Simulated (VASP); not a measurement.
Input of a VASP 6.6.1 run:

INCAR

```
ALGO = Normal
EDIFF = 1E-6
ENCUT = 520
GGA = CA
ISIF = 2
ISMEAR = -1
LASPH = True
LCHARG = False
LREAL = False
LWAVE = False
NBANDS = 24
NELM = 60
PREC = Accurate
SIGMA = 0.05
```

Contents of KPOINTS:

```
k-points
0
Gamma
  3 2 3
```

Contents of POSCAR:

```
Mg12H
1.0
    6.4200000000      0.0000000000      0.0000000000
   -4.8150000000      8.3398250000      0.0000000000
    0.0000000000      0.0000000000      5.2130400000
Mg H
12 1
Direct
   -0.0105698087      0.0063430588     -0.0244387152
    0.1796798819      0.1874859484      0.4926492028
    0.0235781060      0.3439400707     -0.0384804260
    0.0770899120      0.5230565390      0.4566817059
   -0.0141245065      0.6816449985      0.0122385403
    0.1278587399      0.9012779045      0.5214615656
    0.5234602694      0.0462959355     -0.0607323174
    0.6617352334      0.2056158253      0.4618226601
    0.5298661679      0.3450552020     -0.0517931955
    0.5828469296      0.5442320432      0.5168385433
    0.4758701713      0.6407448598      0.0013236039
    0.6270330937      0.8503535746      0.4707809647
    0.0327847762      0.6891751326      0.6544933475
```

Potentials or basis: VASP PAW LDA potentials, release 64 (Mg, H).

Run with:

```bash
$ cat potpaw_LDA.64/Mg/POTCAR potpaw_LDA.64/H/POTCAR > POTCAR
$ mpirun -np 1 vasp_std > vasp.out
```

(1) Predict the largest force.

(2) What does it give for the pressure?

Answers

(1) 1.384 eV/Å.

(2) -0.6 GPa.

Caveat: the k points lie up to 0.40 Å⁻¹ apart.
